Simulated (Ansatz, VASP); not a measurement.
## One calculation of Rh, two programs

The input INCAR:

```
SYSTEM = Rh
  PREC = Accurate
  ENCUT = 520
  EDIFF = 1E-6
  ISMEAR = 0
  SIGMA = 0.15
  LREAL = .FALSE.
  LASPH = .TRUE.
  NELM = 80
  ALGO = Fast
  ISIF = 2
  LWAVE = .FALSE.
  LCHARG = .FALSE.
  NBANDS = 14
```

KPOINTS

```
regular mesh
0
G
  22 22 22
  0 0 0
```

POSCAR

```
Rh
1.0
    0.0000000000      1.9910191543      1.5792763932
    1.9910191543      0.0000000000      1.5792763932
    1.9910191543      1.9910191543      0.0000000000
Rh
1
Direct
    0.0000000000      0.0000000000      0.0000000000
```

Input for Ansatz:

```yaml
crystal:
  lattice:
    - [0.0, 1.9910191543, 1.5792763932]
    - [1.9910191543, 0.0, 1.5792763932]
    - [1.9910191543, 1.9910191543, 0.0]
  atoms:
    - { symbol: Rh, position: [0.0, 0.0, 0.0] }
basis:
  ecutwfc: 420
kpoints:
  mp_grid: { grid: [22, 22, 22] }
hamiltonian:
  xc: lda
  pseudopotentials: { kind: paw, azcp: { folder: soft_1 } }
scf:
  occupations: { method: gaussian, width: 0.15 }
output:
  forces: true
  stress: true
  eigenvalues: true
```

Alike in both runs: task single point; functional LDA; k mesh 22 × 22 × 22; occupations gaussian, width 0.15 eV; no spin polarisation.

|  | VASP | Ansatz |
| --- | --- | --- |
| version | VASP 6.6.1 | Ansatz 0.2.0 |
| potentials or method | VASP PAW LDA potentials, release 64 (Rh_pv), cutoff 520 eV | scalar-relativistic, plane waves, PAW |
| valence electrons in the cell | 15 | 17 |

```tsv
	VASP	Ansatz	Ansatz less VASP
gap on the k mesh at the Fermi level (eV)	none	none	-
pressure (GPa)	27.6	26.7	-0.93
traceless stress, the component that is largest in VASP (GPa)	24.09	24.16	+0.071
```

Ansatz warns that its potentials were made for another functional, while VASP's fit it. LDA's correlation is that of Perdew and Zunger in VASP and of Perdew and Wang (1992) in Ansatz. A gap of «none» marks a metal or a gap that the smearing closes. VASP's potentials hold 15 valence electrons a cell and Ansatz's 17, so a difference there can come from the potentials and not from the codes.
